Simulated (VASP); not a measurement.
Runs of VASP 6.6.1 on TiO2. The structure is that of space group P4_2/mnm (No. 136), or close to it. The cells are those of the table. 

```tsv
potentials or basis	cell	cutoff (eV)	second run	gap on the mesh (eV)	pressure (GPa)	largest force (eV/Å)
VASP PAW PBE potentials, release 64 (Ti_sv, O)	a = 4.752, b = 4.752, c = 2.806 Å, 6 atoms	520	-	2.00	6.9	0.14
VASP PAW PBE potentials, release 64 (Ti_sv, O_h)	a = 4.752, b = 4.752, c = 2.727 Å, 6 atoms	910	hard_potentials	2.07	16.1	(b)
VASP PAW PBE potentials, release 64 (Ti_sv, O)	a = 4.427, b = 4.427, c = 2.964 Å, 6 atoms	520	-	2.00	25.1	0.35
VASP PAW PBE potentials, release 64 (Ti_sv, O)	a = 4.318, b = 4.318, c = 2.885 Å, 6 atoms	520	-	2.19	54.4	0.70
VASP PAW PBE potentials, release 64 (Ti_sv, O)	a = 4.535, b = 4.535, c = 3.122 Å, 6 atoms	520	-	1.74	-2.8	(a)
VASP PAW PBE potentials, release 64 (Ti_sv, O)	a = 4.643, b = 4.643, c = 2.727 Å, 6 atoms	520	-	2.19	29.2	0.90
VASP PAW PBE potentials, release 64 (Ti_sv, O)	a = 4.535, b = 4.535, c = 2.964 Å, 6 atoms	520	-	1.91	11.5	0.23
VASP PAW PBE potentials, release 64 (Ti_sv, O)	a = 4.535, b = 4.535, c = 3.043 Å, 6 atoms	520	-	(c)	3.7	0.09
```

Alike in all rows: task single point; level PBE; no spin polarisation; k mesh 6 × 6 × 10; smearing gaussian 0.05 eV.

Problem. Fill in the values left out.

Solution. (a) 0.02; (b) 0.47; (c) 1.81.

Caveats: the cutoff is under 1.25 times the usual one of these potentials, so pressure, stress and relaxed cells hold a basis-set (Pulay) error (some runs).

A k mesh can miss the band edges.
